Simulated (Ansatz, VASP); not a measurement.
**One calculation of AlP, two programs**

```xyz
2
Lattice="0.0000 2.7365 2.7365 2.7365 0.0000 2.7365 2.7365 2.7365 0.0000" Properties=species:S:1:pos:R:3 pbc="T T T"
Al    0.0000    0.0000    0.0000
P     4.1047    4.1047    4.1047
```

Alike in both runs: task single point; functional PBE; k mesh 4 × 4 × 4; occupations methfessel-paxton of order 1, width 0.06 eV; no spin polarisation.

```csv
,VASP,Ansatz
version,VASP 6.6.1,Ansatz 0.2.0
potentials or method,"VASP PAW PBE potentials, release 64 (Al, P), cutoff 500 eV","scalar-relativistic, plane waves, PAW"
valence electrons in the cell,8,8
```

```csv
,VASP,Ansatz,Ansatz less VASP
gap on the k mesh at the Fermi level (eV),1.57,1.57,+0.004
least direct gap on the mesh (eV),3.24,3.24,+0.002
pressure (GPa),1.9,2.0,+0.10
```

Ansatz's warnings: force scf threshold loose, stress scf threshold loose.

The k mesh is coarse, so the values compare programs but aren't converged.
